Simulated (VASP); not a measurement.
Input of a VASP 6.6.1 run:

File POSCAR:

```
AlN
1.0
    0.0000000000      1.8641481281      2.4233925666
    1.8641481281      0.0000000000      2.4233925666
    1.8641481281      1.8641481281      0.0000000000
Al N
1 1
Direct
    0.5000000000      0.5000000000      0.5000000000
    0.0000000000      0.0000000000      0.0000000000
```

INCAR.step1

```
SYSTEM = AlN
  ALGO = Normal
  EDIFF = 1E-4
  ENCUT = 520
  GGA = PE
  ISMEAR = 0
  LASPH = .TRUE.
  LCHARG = .FALSE.
  LREAL = .FALSE.
  LWAVE = .TRUE.
  NBANDS = 11
  NELM = 80
  PREC = Accurate
  SIGMA = 0.05
```

The input INCAR.step2:

```
SYSTEM = AlN
  ALGO = Normal
  EDIFF = 1E-6
  ENCUT = 520
  ISIF = 2
  ISMEAR = 0
  ISTART = 1
  LASPH = .TRUE.
  LCHARG = .TRUE.
  LELF = .TRUE.
  LMIXTAU = .TRUE.
  LREAL = .FALSE.
  LVHAR = .TRUE.
  LWAVE = .FALSE.
  METAGGA = R2SCAN
  NBANDS = 11
  NELM = 80
  PREC = Accurate
  SIGMA = 0.05
```

KPOINTS

```
k-points
0
G
  10 10 10
  0 0 0
```

Potentials or basis: VASP PAW PBE potentials, release 64 (Al, N).

Launch:

```console
$ cat potpaw_PBE.64/Al/POTCAR potpaw_PBE.64/N/POTCAR > POTCAR
$ cp INCAR.step1 INCAR
$ mpirun -np 1 vasp_std > vasp.out
$ cp INCAR.step2 INCAR
$ mpirun -np 1 vasp_std > vasp.out
```

Q: What does it give for the band gap on the k mesh?

A: 4.90 eV.

Q: Predict the pressure.

A: 22.8 GPa.

Stress tensor (GPa, compression positive):
```
 42.29   0.00   0.00
  0.00  42.29   0.00
  0.00   0.00 -16.10
```

Caveat: the cell stands under pressure; the PAW data sets were made with another functional, which shifts forces and pressure a little. A k mesh can miss the band edges.
